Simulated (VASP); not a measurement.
Crystal: Ti.

```xyz
1
Lattice="-1.6410 1.6410 1.6410 1.6410 -1.6410 1.6410 1.6410 1.6410 -1.6410" Properties=species:S:1:pos:R:3 pbc="T T T"
Ti    0.0000    0.0000    0.0000
```

- Program: VASP 6.6.1
- Task: relaxation of cell and atoms
- Functional: r2SCAN
- Potentials or basis: VASP PAW PBE potentials, release 64 (Ti_sv)
- Cutoff: 600 eV
- k mesh: 11 × 11 × 11
- Occupations: fermi-dirac, width 0.05 eV
- Spin: no spin polarisation

At the start: pressure -2.4 GPa; volume 17.68 Å³/atom.

Task: Where does the relaxation end?

Result: Over 3 steps the energy falls by 2.9 meV/atom and the volume is 17.29 Å³/atom (-2.2 %); space group Im-3m (No. 229, to 0.05 Å).

Step by step:
| step | energy change (eV) | largest force (eV/Å) | pressure (GPa) | volume (Å³) |
| --- | --- | --- | --- | --- |
| 1 | 0.0000 | 0.0000 | -2.37 | 17.68 |
| 2 | -0.0013 | 0.0000 | 1.80 | 17.02 |
| 3 | -0.0029 | 0.0000 | -0.02 | 17.29 |

Final structure:
```
Ti
1.0
    -1.62902    1.62902    1.62902
     1.62902   -1.62902    1.62902
     1.62902    1.62902   -1.62902
Ti
1
Direct
  0.00000 0.00000 0.00000
```

Caveat: the PAW data sets were made with another functional, which shifts forces and pressure a little.
